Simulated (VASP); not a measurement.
The system is Mn3O.

```xyz
4
Lattice="3.5717 0.0000 0.0000 0.0000 3.5717 0.0000 0.0000 0.0000 3.5717" Properties=species:S:1:pos:R:3 pbc="T T T"
Mn    0.0000    1.7859    1.7859
Mn    1.7859    0.0000    1.7859
Mn    1.7859    1.7859    0.0000
O     0.0000    0.0000    0.0000
```

- Program: VASP 6.6.1
- Task: relaxation of cell and atoms
- Functional: PBE
- Potentials or basis: VASP PAW PBE potentials, release 64 (Mn_pv, O)
- Cutoff: 600 eV
- k mesh: 6 × 6 × 6
- Occupations: gaussian, width 0.1 eV
- Spin: collinear spin, ferromagnetic start
- Starting moments: [2.27, 2.27, 2.27, 0.2] μB

At the start: pressure -6.4 GPa; volume 11.39 Å³/atom.

Question: Where does the relaxation end?

Answer: Over 3 steps the energy falls by 10.6 meV/atom and the volume is 10.88 Å³/atom (-4.5 %); space group Pm-3m (No. 221, to 0.1 Å) before and after; moment 6.35 μB per cell.

The path:
| step | energy change (eV) | largest force (eV/Å) | pressure (GPa) | volume (Å³) |
| --- | --- | --- | --- | --- |
| 1 | 0.0000 | 0.0000 | -6.35 | 45.57 |
| 2 | -0.0341 | 0.0000 | 3.07 | 42.65 |
| 3 | -0.0424 | 0.0000 | 0.07 | 43.51 |

Final structure:
```
CELL_PARAMETERS angstrom
3.51717 0.00000 0.00000
0.00000 3.51717 0.00000
0.00000 0.00000 3.51717
ATOMIC_POSITIONS crystal
Mn 0.00000 0.50000 0.50000
Mn 0.50000 0.00000 0.50000
Mn 0.50000 0.50000 0.00000
O 0.00000 0.00000 0.00000
```

Caveat: only a ferromagnetic start was run, and an antiferromagnetic order may lie lower in energy.
